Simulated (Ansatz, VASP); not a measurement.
K: VASP beside Ansatz

File INCAR:

```
PREC = Accurate ; ENCUT = 520
EDIFF = 1E-6 ; ISMEAR = 0
SIGMA = 0.15 ; LREAL = False
LASPH = True ; NELM = 100
ALGO = Fast ; ISIF = 2
LWAVE = False ; LCHARG = False
GGA = PE ; NBANDS = 10
```

The input KPOINTS:

```
regular mesh
0
Gamma
  14 14 14
```

File POSCAR:

```
K
1.0
   -2.6180000000      2.6310900000      2.6180000000
    2.6180000000     -2.6310900000      2.6180000000
    2.6180000000      2.6310900000     -2.6180000000
K
1
Direct
    0.0000000000      0.0000000000      0.0000000000
```

Input for Ansatz:

```yaml
crystal:
  lattice:
    - [-2.618, 2.63109, 2.618]
    - [2.618, -2.63109, 2.618]
    - [2.618, 2.63109, -2.618]
  atoms:
    - { symbol: K, position: [0.0, 0.0, 0.0] }
basis:
  ecutwfc: 420
kpoints:
  mp_grid: { grid: [14, 14, 14] }
hamiltonian:
  xc: pbe
scf:
  occupations: { method: gaussian, width: 0.15 }
output:
  forces: true
  stress: true
  eigenvalues: true
```

Change from the starting cell: strain +0.0050 x Voigt [0, 1, 0, 0, 0, 0], atoms carried along.

Alike in both runs: task single point; functional PBE; k mesh 14 × 14 × 14; occupations gaussian, width 0.15 eV; no spin polarisation.

```csv
,VASP,Ansatz
version,VASP 6.6.1,Ansatz 0.2.0
potentials or method,"VASP PAW PBE potentials, release 64 (K_sv), cutoff 520 eV","scalar-relativistic, plane waves, PAW"
valence electrons in the cell,9,9
```

```tsv
	VASP	Ansatz	Ansatz less VASP
gap on the k mesh at the Fermi level (eV)	none	none	-
pressure (GPa)	0.1	0.1	0.00
```

A gap of «none» marks a metal or a gap that the smearing closes.
